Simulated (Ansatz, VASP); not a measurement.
One calculation of KI, two programs

File POSCAR:

```
KI
1.0
    4.2278633341      0.0000000000      0.0000000000
    0.0000000000      4.2909401544      0.0000000000
    0.0000000000      0.0000000000      4.2909401544
K I
1 1
Direct
    0.0000000000      0.0000000000      0.0000000000
    0.5000000000      0.5000000000      0.5000000000
```

File INCAR.step1:

```
PREC = Accurate
ENCUT = 400
EDIFF = 1E-5
ISMEAR = 0
SIGMA = 0.01
LREAL = F
LASPH = T
NELM = 120
ALGO = Normal
ISIF = 2
LWAVE = T
GGA = PE
NBANDS = 15
GGA_COMPAT = F
```

File INCAR.step2:

```
PREC = Accurate
ENCUT = 400
EDIFF = 1E-6
ISMEAR = 0
SIGMA = 0.01
LREAL = F
LASPH = T
NELM = 120
ALGO = Normal
ISIF = 2
LWAVE = F
LCHARG = T
GGA = PE
LHFCALC = T
HFSCREEN = 0.2079
PRECFOCK = Normal
LELF = T
LVHAR = T
ISTART = 1
NBANDS = 15
GGA_COMPAT = F
```

The input KPOINTS:

```
regular mesh
0
Gamma
  4 4 4
```

Input for Ansatz:

```yaml
crystal:
  lattice:
    - [4.2278633341, 0.0, 0.0]
    - [0.0, 4.2909401544, 0.0]
    - [0.0, 0.0, 4.2909401544]
  atoms:
    - { symbol: K, position: [0.0, 0.0, 0.0] }
    - { symbol: I, position: [0.5, 0.5, 0.5] }
kpoints:
  mp_grid: { grid: [4, 4, 4] }
  band_path:
    path:
      - [0.0, 0.0, 0.0]
      - [0.0, 0.5, 0.0]
      - [0.5, 0.5, 0.0]
      - [0.5, 0.5, 0.5]
      - [0.0, 0.5, 0.5]
    npoints: 1
hamiltonian:
  xc: hse06
scf:
  occupations: { method: fixed }
  n_extra_bands: 4
output:
  forces: true
  stress: true
  eigenvalues: true
```

Change from the starting cell: uniaxial_x strain -1.5%.

Alike in both runs: task single point; functional HSE06; k mesh 4 × 4 × 4; no spin polarisation.

|  | VASP | Ansatz |
| --- | --- | --- |
| version | VASP 6.6.1 | Ansatz 0.2.0 |
| potentials or method | VASP PAW PBE potentials, release 64 (K_sv, I) | plane waves, PAW |
| plane-wave cutoff (eV) | 400 | 420 |
| occupations | gaussian, width 0.01 eV | fixed |
| valence electrons in the cell | 16 | 26 |

```tsv
	VASP	Ansatz	Ansatz less VASP
gap on the k mesh at the Fermi level (eV)	4.28	4.29	+0.012
pressure (GPa)	0.5	0.5	-0.01
traceless stress, the component that is largest in VASP (GPa)	0.32	0.32	+0.001
```

VASP's potentials hold 16 valence electrons a cell and Ansatz's 26, so a difference there can come from the potentials and not from the codes. Ansatz's warnings: stress exchange threshold loose, stress scf threshold loose.

Neither program's run includes spin-orbit coupling.
